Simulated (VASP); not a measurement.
MoS2:

```xyz
6
Lattice="3.1851 0.0000 0.0000 -1.5925 2.7584 0.0000 0.0000 0.0000 14.2157" Properties=species:S:1:pos:R:3 pbc="T T T"
Mo    1.5925    0.9195    3.5539
Mo    0.0000    1.8389   10.6618
S     1.5925    0.9195    9.1312
S     0.0000    1.8389    5.0845
S     1.5925    0.9195   12.1923
S     0.0000    1.8389    2.0234
```

This cell differs from its parent crystal: strain along c alone, the other axes held: -4.0 %.

* Program: VASP 6.6.1
* Task: relaxation of the atoms
* Functional: PBE
* Potentials or basis: VASP PAW PBE potentials, release 64 (Mo_sv, S)
* Cutoff: 520 eV
* k mesh: 12 × 12 × 2
* Occupations: gaussian, width 0.02 eV
* Spin: no spin polarisation

At the start: pressure 2.7 GPa; volume 20.82 Å³/atom.

Where does the relaxation end?

Over 3 steps the energy falls by 6.2 meV/atom at a fixed cell; space group P6_3/mmc (No. 194, to 0.1 Å) before and after.

The path:
| step | energy change (eV) | largest force (eV/Å) | pressure (GPa) |
| --- | --- | --- | --- |
| 1 | 0.0000 | 0.6039 | 2.66 |
| 2 | -0.0370 | 0.0395 | 0.17 |
| 3 | -0.0372 | 0.0003 | -0.01 |

Final structure:
```yaml
crystal:
  lattice:
    - [3.18507, 0.00000, 0.00000]
    - [-1.59253, 2.75835, 0.00000]
    - [0.00000, 0.00000, 14.21567]
  atoms:
    - { symbol: Mo, position: [0.66667, 0.33333, 0.25000] }
    - { symbol: Mo, position: [0.33333, 0.66667, 0.75000] }
    - { symbol: S, position: [0.66667, 0.33333, 0.64013] }
    - { symbol: S, position: [0.33333, 0.66667, 0.35987] }
    - { symbol: S, position: [0.66667, 0.33333, 0.85987] }
    - { symbol: S, position: [0.33333, 0.66667, 0.14013] }
```

Caveat: the cell differs from its parent crystal (strain along c alone, the other axes held: -4.0 %); this functional lacks dispersion, which binds layers or chains, so the pressure and a relaxed spacing across them are unreliable.
